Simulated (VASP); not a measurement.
Input of a VASP 6.6.1 run:

File INCAR:

```
PREC = Accurate
ENCUT = 560
EDIFF = 1E-6
ISMEAR = 0
SIGMA = 0.1
LREAL = F
LASPH = T
NELM = 120
ALGO = Normal
ISIF = 2
LWAVE = F
LCHARG = F
GGA = PE
NBANDS = 32
GGA_COMPAT = F
```

KPOINTS

```
Automatic mesh
0
Gamma
  4 6 4
```

Contents of POSCAR:

```
RbRe
1.0
    4.0273433955      0.0000000000      0.0000000000
    0.0000000000      2.9776134112      0.0000000000
    0.0000000000      0.0000000000     11.1077900132
Rb Re
2 2
Direct
    0.7500000000      0.0000000000      0.7161849543
    0.2500000000      0.0000000000      0.2838150457
    0.7500000000      0.5000000000      0.0557436596
    0.2500000000      0.5000000000      0.9442563404
```

Potentials or basis: VASP PAW PBE potentials, release 64 (Rb_sv, Re_sv_GW).

Run with:

```console
$ cat potpaw_PBE.64/Rb_sv/POTCAR potpaw_PBE.64/Re_sv_GW/POTCAR > POTCAR
$ mpirun -np 1 vasp_std > vasp.out
```

Problem. What does it give for the band gap on the k mesh?

Solution. Zero (bands 24 and 25 overlap by 1.06 eV).

Problem. Predict the pressure.

Solution. -0.2 GPa.

Problem. Predict the largest force.

Solution. 0.024 eV/Å.

Forces on the atoms (eV/Å):
```
Rb   0.000  0.000 -0.003
Rb   0.000  0.000  0.003
Re   0.000  0.000  0.024
Re   0.000  0.000 -0.024
```

Caveat: the k points lie up to 0.39 Å⁻¹ apart, too coarse for converged energies and pressures of a metal; spin-orbit coupling is left out, which moves the levels of the heavy elements.
